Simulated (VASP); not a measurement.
# RuC4 (P-3m1) in VASP: further runs

Runs on RuC4. Level: PBE. Tasks: single point, relaxation of cell and atoms.

Everything below comes from runs of VASP 6.6.1. Logs are shortened: lines on timing, memory, paths and dates and some standing lists are left out, and cuts for length are marked.

## Step 1: The cell of the first run

The structure is trigonal, space group P-3m1 (No. 164). The conventional cell has a = 2.710 Å, b = 2.710 Å, c = 6.186 Å, α = 90.00°, β = 90.00°, γ = 120.00°. Within 2.7 Å of Ru (site symmetry -3m) lie 6 C at 2.07 Å. C (site symmetry 3m) has 1 C at 1.47 Å within 2.0 Å. Within 2.0 Å of C (site symmetry 3m) lie 4 C at 1.47 to 1.65 Å.

## Step 2: Single point, PBE

INCAR

```
PREC = Accurate
ENCUT = 600
EDIFF = 1E-6
ISMEAR = 0
SIGMA = 0.1
LREAL = F
LASPH = T
NELM = 120
ALGO = Normal
ISIF = 2
LWAVE = F
LCHARG = F
GGA = PE
NBANDS = 24
GGA_COMPAT = F
```

KPOINTS

```
regular mesh
0
Gamma
  6 6 2
```

POSCAR

```
RuC4
1.0
    2.7096335326      0.0000000000      0.0000000000
   -1.3548167663      2.3466114742      0.0000000000
    0.0000000000      0.0000000000      6.1855396188
Ru C
1 4
Direct
    0.0000000000      0.0000000000      0.0000000000
    0.3333333333      0.6666666667      0.7808597941
    0.3333333333      0.6666666667      0.5435308847
    0.6666666667      0.3333333333      0.2191402059
    0.6666666667      0.3333333333      0.4564691153
```

Potentials or basis: VASP PAW PBE potentials, release 64 (Ru_sv, C).

Run with:

```
cat potpaw_PBE.64/Ru_sv/POTCAR potpaw_PBE.64/C/POTCAR > POTCAR
mpirun -np 1 vasp_std > vasp.out
```

OUTCAR:

```text
PREC = Accurate
   ENCUT = 600
   EDIFF = 1E-6
   ISMEAR = 0
   LREAL = F
   LASPH = T
   NELM = 120
   ISIF = 2
   GGA = PE

 ion  position               nearest neighbor table
   1  0.000  0.000  0.000-   2 2.07   4 2.07   4 2.07   2 2.07   4 2.07   2 2.07
   2  0.333  0.667  0.781-   3 1.47   1 2.07   1 2.07   1 2.07
   3  0.333  0.667  0.544-   2 1.47   5 1.65   5 1.65   5 1.65
   4  0.667  0.333  0.219-   5 1.47   1 2.07   1 2.07   1 2.07
   5  0.667  0.333  0.456-   4 1.47   3 1.65   3 1.65   3 1.65

  LATTYP: Found a hexagonal cell.
 ALAT       =     2.7096335326
 C/A-ratio  =     2.2827956417

  Lattice vectors:

 A1 = (   2.7096335326,   0.0000000000,   0.0000000000)
 A2 = (  -1.3548167663,   2.3466114742,   0.0000000000)
 A3 = (   0.0000000000,   0.0000000000,   6.1855396188)

Analysis of symmetry for initial positions (statically):
=====================================================================
 Subroutine PRICEL returns:
 Original cell was already a primitive cell.

 Routine SETGRP: Setting up the symmetry group for a
 hexagonal supercell.

 Subroutine GETGRP returns: Found 12 space group operations
 (whereof 12 operations were pure point group operations)
 out of a pool of 24 trial point group operations.

The static configuration has the point symmetry D_3d.

Analysis of symmetry for dynamics (positions and initial velocities):
=====================================================================
 Subroutine PRICEL returns:
 Original cell was already a primitive cell.

 Routine SETGRP: Setting up the symmetry group for a
 hexagonal supercell.

 Subroutine GETGRP returns: Found 12 space group operations
 (whereof 12 operations were pure point group operations)
 out of a pool of 24 trial point group operations.

The dynamic configuration has the point symmetry D_3d.

 Subroutine INISYM returns: Found 12 space group operations
 (whereof 12 operations are pure point group operations),
 and found     1 'primitive' translations

----------------------------------------------------------------------------------------

                                     Primitive cell

  volume of cell :      39.3305

  direct lattice vectors                    reciprocal lattice vectors
     2.709633533  0.000000000  0.000000000     0.369053596  0.213073193  0.000000000
    -1.354816766  2.346611474  0.000000000     0.000000000  0.426146386  0.000000000
     0.000000000  0.000000000  6.185539619     0.000000000  0.000000000  0.161667383

  length of vectors
     2.709633533  2.709633533  6.185539619     0.426146386  0.426146386  0.161667383

  position of ions in fractional coordinates (direct lattice)
     0.000000000  0.000000000  0.000000000
     0.333333333  0.666666667  0.780859794
     0.333333333  0.666666667  0.543530885
     0.666666667  0.333333333  0.219140206
     0.666666667  0.333333333  0.456469115

  ion indices of the primitive-cell ions
   primitive index   ion index
                 1           1
                 2           2
                 3           3
                 4           4
                 5           5

----------------------------------------------------------------------------------------

 KPOINTS: regular mesh

Automatic generation of k-mesh.
 Grid dimensions read from file:
 generate k-points for:    6    6    2

 Generating k-lattice:

  Cartesian coordinates                     Fractional coordinates (reciprocal lattice)
     0.061508933  0.035512199  0.000000000     0.166666667  0.000000000  0.000000000
     0.000000000  0.071024398  0.000000000     0.000000000  0.166666667  0.000000000
     0.000000000  0.000000000  0.080833691     0.000000000  0.000000000  0.500000000

  Length of vectors
     0.071024398  0.071024398  0.080833691

  Shift w.r.t. Gamma in fractional coordinates (k-lattice)
     0.000000000  0.000000000  0.000000000

 Subroutine IBZKPT returns following result:
 ===========================================

 Found     14 irreducible k-points:

 Following reciprocal coordinates:
            Coordinates               Weight
  0.000000  0.000000  0.000000      1.000000
  0.166667  0.000000  0.000000      6.000000
  0.333333 -0.000000  0.000000      6.000000
  0.500000 -0.000000  0.000000      3.000000
  0.166667  0.166667  0.000000      6.000000
  0.333333  0.166667  0.000000     12.000000
  0.333333  0.333333  0.000000      2.000000
  0.000000  0.000000  0.500000      1.000000
  0.166667  0.000000  0.500000      6.000000
  0.333333 -0.000000  0.500000      6.000000
  0.500000 -0.000000  0.500000      3.000000
  0.166667  0.166667  0.500000      6.000000
  0.333333  0.166667  0.500000     12.000000
  0.333333  0.333333  0.500000      2.000000
   k-points           NKPTS =     14   k-points in BZ     NKDIM =     14   number of bands    NBANDS=     24
   number of dos      NEDOS =    301   number of ions     NIONS =      5
   total plane-waves  NPLWV =  28800
   dimension x,y,z NGX =    24 NGY =   24 NGZ =   50
   dimension x,y,z NGXF=    48 NGYF=   48 NGZF=  100
   ions per type =               1   4
   NGX,Y,Z   is equivalent  to a cutoff of  14.72, 14.72, 13.44 a.u.
   NGXF,Y,Z  is equivalent  to a cutoff of  29.45, 29.45, 26.88 a.u.
 SYSTEM =  unknown system
   PREC   = accura    normal or accurate (medium, high low for compatibility)
   ISTART =      0    job   : 0-new  1-cont  2-samecut
   ICHARG =      2    charge: 1-file 2-atom 10-const
   ISPIN  =      1    spin polarized calculation?
   LNONCOLLINEAR =      F non collinear calculations
   LSORBIT =      F    spin-orbit coupling
   LASPH  =      T    aspherical Exc in radial PAW
   ENCUT  =  600.0 eV  44.10 Ry    6.64 a.u.   5.41  5.41 12.35*2*pi/ulx,y,z
   NELM   =    120;   NELMIN=  2; NELMDL= -5     # of ELM steps
   EDIFF  = 0.1E-05   stopping-criterion for ELM
   LREAL  =      F    real-space projection
   EDIFFG = 0.1E-04   stopping-criterion for IOM
   NSW    =      0    number of steps for IOM
   IBRION =     -1    ionic relax: 0-MD 1-quasi-New 2-CG
   NFREE  =      0    steps in history (QN), initial steepest desc. (CG)
   ISIF   =      2    stress and relaxation
   ISYM   =      2    0-nonsym 1-usesym 2-fastsym
   POTIM  = 0.5000    time-step for ionic-motion
   TEBEG  =    0.0;   TEEND  =   0.0 temperature during run
   PSTRESS=    0.0 pullay stress
   NELECT =      32.0000    total number of electrons
   NUPDOWN=      -1.0000    fix difference up-down
   EMIN   =  10.00;   EMAX   =-10.00  energy-range for DOS
   EFERMI =   0.00;   METHOD = LEGACY
   ISMEAR =     0;   SIGMA  =   0.10  broadening in eV -4-tet -1-fermi 0-gaus
   EFERMI_NEDOS =   21; number of points for ismear=-14 and -15
   IALGO  =     38    algorithm
   IMIX   =      4    mixing-type and parameters
     AMIX     =   0.40;   BMIX     =  1.00
     AMIX_MAG =   1.60;   BMIX_MAG =  1.00
  volume/ion in A,a.u.               =       7.87        53.08
  Fermi-wavevector in a.u.,A,eV,Ry     =   1.528323  2.888111 31.780081  2.335770
  Thomas-Fermi vector in A             =   2.636097
   LORBIT       =      0    0 simple, 1 ext, 2 COOP (PROOUT), +10 PAW based schemes
   GGA     = PE    functional components
   LHFCALC =     F    Hartree Fock is set to
   AEXX    =    0.0000 exact exchange contribution
   IVDW    =     0    specifies the selected vdW correction
   LEPSILON=     F    determine dielectric tensor
   LRPA    =     F    only Hartree local field effects (RPA)
 non-spin polarized calculation
 Gauss-broadening in eV      SIGMA  =   0.10
  energy-cutoff  :      600.00
  volume of cell :       39.33
 maximum number of plane-waves:      1345
 NGX is ok and might be reduce to    24
   NGX = 11   NGY = 11   NGZ = 25

 number of electron      31.9999997 magnetization

 Free energy of the ion-electron system (eV)
  ---------------------------------------------------
  ext. energy  EPLUGINS =         0.00000000
  ---------------------------------------------------
  free energy    TOTEN  =       -42.72018619 eV

  energy without entropy =      -42.71272799  energy(sigma->0) =      -42.71645709

 E-fermi :  11.6047     XC(G=0): -13.1766

 val. band max:       10.9293889568   @ k =   0.3333   0.3333   0.0000
 cond. band min:      11.6265687550   @ k =   0.5000  -0.0000   0.0000
 fundamental gap:      0.6971797982
 Fermi energy:        11.6047097616

 k-point     1 :       0.0000    0.0000    0.0000
  band No.  band energies     occupation
      1     -62.7621      2.00000
      2     -32.8087      2.00000
      3     -32.4030      2.00000
      4     -32.4030      2.00000
      5      -8.4201      2.00000
      6      -3.8582      2.00000
[... 16 lines left out ...]
     23      17.3396      0.00000
     24      19.6554      0.00000

 k-point     2 :       0.1667    0.0000    0.0000
  band No.  band energies     occupation
      1     -62.7344      2.00000
      2     -32.7733      2.00000
      3     -32.6087      2.00000
      4     -32.4502      2.00000
      5      -7.8558      2.00000
      6      -3.5108      2.00000
[... 16 lines left out ...]
     23      18.9379      0.00000
     24      21.0147      0.00000

 k-point     3 :       0.3333   -0.0000    0.0000
  band No.  band energies     occupation
      1     -62.6789      2.00000
      2     -33.0077      2.00000
      3     -32.7018      2.00000
      4     -32.5435      2.00000
      5      -6.2453      2.00000
      6      -2.8108      2.00000
[... 16 lines left out ...]
     23      21.2609      0.00000
     24      21.3462      0.00000
[... 244 lines left out ...]
 k-point    13 :       0.3333    0.1667    0.5000
  band No.  band energies     occupation
      1     -62.6509      2.00000
      2     -33.1007      2.00000
      3     -32.6972      2.00000
      4     -32.6657      2.00000
      5      -4.8616      2.00000
      6      -2.4873      2.00000
[... 16 lines left out ...]
     23      21.0304      0.00000
     24      21.5236      0.00000

 k-point    14 :       0.3333    0.3333    0.5000
  band No.  band energies     occupation
      1     -62.6369      2.00000
      2     -32.9619      2.00000
      3     -32.9619      2.00000
      4     -32.6480      2.00000
      5      -3.2500      2.00000
      6      -3.2500      2.00000
[... 16 lines left out ...]
     23      20.8398      0.00000
     24      23.2364      0.00000

------------------------ aborting loop because EDIFF is reached ----------------------------------------

  FORCE on cell =-STRESS in cart. coord.  units (eV):
  Direction    XX          YY          ZZ          XY          YZ          ZX
  --------------------------------------------------------------------------------------
  -------------------------------------------------------------------------------------
  Total       -0.1544564     -0.1544564     -0.1097799      0.0000000      0.0000000      0.0000000
  in kB       -6.2919755     -6.2919755     -4.4720223      0.0000000      0.0000000      0.0000000
  external PRESSURE =      -5.6853244 kB  Pullay stress =       0.0000000 kB

 VOLUME and BASIS-vectors are now :
 -----------------------------------------------------------------------------
  energy-cutoff  :      600.00
  volume of cell :       39.33
      direct lattice vectors                 reciprocal lattice vectors
     2.709633533  0.000000000  0.000000000     0.369053596  0.213073193  0.000000000
    -1.354816766  2.346611474  0.000000000     0.000000000  0.426146386  0.000000000
     0.000000000  0.000000000  6.185539619     0.000000000  0.000000000  0.161667383

 POSITION                                       TOTAL-FORCE (eV/Angst)
 -----------------------------------------------------------------------------------
      0.00000      0.00000      0.00000         0.000000      0.000000     -0.000000
     -0.00000      1.56441      4.83004        -0.000000      0.000000      0.015431
     -0.00000      1.56441      3.36203         0.000000     -0.000000     -0.048193
      1.35482      0.78220      1.35550         0.000000     -0.000000     -0.015431
      1.35482      0.78220      2.82351        -0.000000      0.000000      0.048193
 -----------------------------------------------------------------------------------
    total drift:                               -0.000000     -0.000000     -0.000000

  FREE ENERGIE OF THE ION-ELECTRON SYSTEM (eV)
  ---------------------------------------------------
  free  energy   TOTEN  =       -42.7201861947 eV

  energy  without entropy=      -42.7127279910  energy(sigma->0) =      -42.71645709
```

Wall time 22 s (1 thread of AMD EPYC 9R45 (Zen 5), shared host); peak memory 0.13 GiB.

Results:

* Free energy: -42.7202 eV
* Pressure: -0.6 GPa
* Largest force: 0.048 eV/Å
* Band gap on the k mesh: zero (band 16 reaches 11.69 eV, above the bottom of band 17 at 10.93 eV)

Forces on the atoms (eV/Å):
```
Ru   0.000  0.000  0.000
C    0.000  0.000  0.015
C    0.000  0.000 -0.048
C    0.000  0.000 -0.015
C    0.000  0.000  0.048
```

Stress tensor (GPa, compression positive):
```
-0.63  0.00  0.00
 0.00 -0.63  0.00
 0.00  0.00 -0.45
```

Levels at points of the mesh, in eV from the Fermi level:
```csv
k point,band 14,band 15,band 16,band 17,band 18,band 19
"(0.00, 0.00, 0.00)",-2.91,-2.16,-2.16,0.29,0.29,4.31
"(0.50, 0.00, 0.00)",-4.79,-3.32,0.02,0.74,1.58,3.29
"(0.00, 0.00, 0.50)",-3.71,-2.30,-2.30,2.24,2.24,2.46
"(0.50, 0.00, 0.50)",-4.00,-3.84,-0.83,0.02,1.33,3.34
```

Caveat: the k points lie up to 0.51 Å⁻¹ apart.

## Step 3: Relaxation of cell and atoms, PBE

This run uses another cell than the first one, of 11.57 Å³/atom, 1.471 times its volume.

INCAR

```
ALGO     = Normal         # electronic algorithm
EDIFF    = 1E-7           # SCF threshold, eV
EDIFFG   = -0.04          # ionic threshold
ENCUT    = 600            # plane-wave cutoff, eV
GGA      = PE             # functional
GGA_COMPAT= F            
IBRION   = 2              # ionic algorithm
ISIF     = 3              # what is computed and relaxed
ISMEAR   = 0              # smearing method
LASPH    = T              # aspherical terms in the spheres
LCHARG   = F              # write CHGCAR
LREAL    = F              # projectors in reciprocal space
LWAVE    = F              # write WAVECAR
NELM     = 120            # most SCF steps
NELMIN   = 4            
NSW      = 90             # ionic steps
PREC     = Accurate       # precision mode
SIGMA    = 0.1            # smearing width, eV
```

KPOINTS

```
k-points
0
Gamma
  6 6 2
```

POSCAR

```
RuC4
1.0
    2.7492913600      0.0000000000      0.0000000000
   -1.3746456800      2.3809561600      0.0000000000
    0.0000000000      0.0000000000      8.8402951900
Ru C
1 4
Direct
    0.0000000000      0.0000000000      0.0000000000
    0.3333333300      0.6666666700      0.8658552800
    0.3333333300      0.6666666700      0.3767953500
    0.6666666700      0.3333333300      0.1341447200
    0.6666666700      0.3333333300      0.6232046500
```

Potentials or basis: VASP PAW PBE potentials, release 64 (Ru_sv, C).

Run with:

```
cat potpaw_PBE.64/Ru_sv/POTCAR potpaw_PBE.64/C/POTCAR > POTCAR
mpirun -np 1 vasp_std > vasp.out
```

Wall time 17 min (1 thread of Intel Xeon Platinum 8259CL at 2.50GHz (Skylake/Cascade Lake), shared host); peak memory 0.22 GiB.

The run converged. Its results:

| Item | Value |
| --- | --- |
| Free energy | -43.8335 eV |
| Relaxed volume | 11.76 Å³/atom |
| Relaxed cell | a = 2.481 Å, b = 2.481 Å, c = 11.029 Å, α = 90.00°, β = 90.00°, γ = 120.00° |
| Space group after relaxing (to 0.05 Å) | P6/mmm (No. 191) |
| Energy gained by relaxing | 3111.6 meV/atom |
| Ionic steps | 71 |
| Pressure after relaxing | -0.3 GPa |
| Largest force after relaxing | 0.034 eV/Å |
| Band gap on the k mesh | zero (band 16 reaches 5.92 eV, above the bottom of band 17 at 4.23 eV) |

Forces in eV/Å, atoms in the order of the input:
```
Ru   0.000  0.000  0.000
C    0.000  0.000 -0.031
C    0.000  0.000 -0.034
C    0.000  0.000  0.031
C    0.000  0.000  0.034
```

Stress tensor (GPa, compression positive):
```
-0.49  0.00  0.00
 0.00 -0.49  0.00
 0.00  0.00  0.18
```

The path:
```csv
step,energy change (eV),largest force (eV/Å),pressure (GPa),volume (Å³)
1,0.0000,3.5749,4.33,57.87
3,-0.6298,0.7887,-18.37,60.40
5,-3.3916,1.7256,-14.79,45.85
7,-4.2280,4.0863,9.85,40.11
9,-5.1796,4.6973,85.96,31.56
11,-5.4463,4.6927,73.02,32.26
13,-5.8736,5.8143,86.59,31.28
15,-8.1305,7.2533,47.74,33.48
17,-9.3956,0.9803,-23.78,43.08
19,-10.3579,5.0657,-4.74,38.57
21,-12.5014,2.2147,-9.53,40.01
23,-12.7938,3.5308,-9.31,40.71
25,-13.8370,1.7305,33.24,38.70
27,-14.7751,0.8947,8.86,44.18
29,-15.0387,1.3098,2.39,47.39
31,-15.4034,0.8227,0.27,52.90
33,-15.4909,0.1044,5.82,55.66
35,-15.5191,0.3695,0.43,58.17
37,-15.5269,0.0655,-0.71,58.76
39,-15.5282,0.1130,0.42,58.68
41,-15.5307,0.0930,0.55,59.04
43,-15.5312,0.1614,0.65,59.27
45,-15.5328,0.1437,-0.20,59.70
47,-15.5331,0.1325,-0.71,59.98
49,-15.5350,0.0761,-0.20,60.31
51,-15.5355,0.0367,0.30,60.23
53,-15.5361,0.0631,0.03,60.27
55,-15.5362,0.1844,-1.15,60.42
57,-15.5368,0.1279,-0.59,60.34
59,-15.5380,0.1419,-0.64,60.28
61,-15.5424,0.1979,-0.84,60.06
63,-15.5467,0.4007,-1.54,59.15
65,-15.5492,0.3205,-1.18,59.42
67,-15.5554,0.2227,0.03,58.88
69,-15.5562,0.1807,0.53,58.64
71,-15.5582,0.0345,-0.27,58.80
```

Final structure:
```yaml
crystal:
  lattice:
    - [2.48111, 0.00000, 0.00000]
    - [-1.24055, 2.14870, 0.00000]
    - [0.00000, 0.00000, 11.02899]
  atoms:
    - { symbol: Ru, position: [0.00000, 0.00000, 0.00000] }
    - { symbol: C, position: [0.33333, 0.66667, 0.65853] }
    - { symbol: C, position: [0.33333, 0.66667, 0.34166] }
    - { symbol: C, position: [0.66667, 0.33333, 0.34147] }
    - { symbol: C, position: [0.66667, 0.33333, 0.65834] }
```

Levels at points of the mesh, in eV from the Fermi level:
```csv
k point,band 12,band 13,band 14,band 15,band 16,band 17,band 18,band 19,band 20
"(0.00, 0.00, 0.00)",-2.90,-2.90,-2.59,-2.35,-2.35,0.80,1.26,1.26,5.57
"(0.50, 0.00, 0.00)",-4.24,-2.46,-1.85,-0.19,0.18,1.54,2.14,3.26,3.99
"(0.00, 0.00, 0.50)",-2.90,-2.90,-2.52,-2.35,-2.35,0.63,1.26,1.26,6.20
"(0.50, 0.00, 0.50)",-4.25,-2.42,-1.90,-0.18,0.18,1.43,2.25,3.26,4.00
```

Caveat: the k points lie up to 0.49 Å⁻¹ apart in the final cell.

(Part 1 of 2 ends here.)
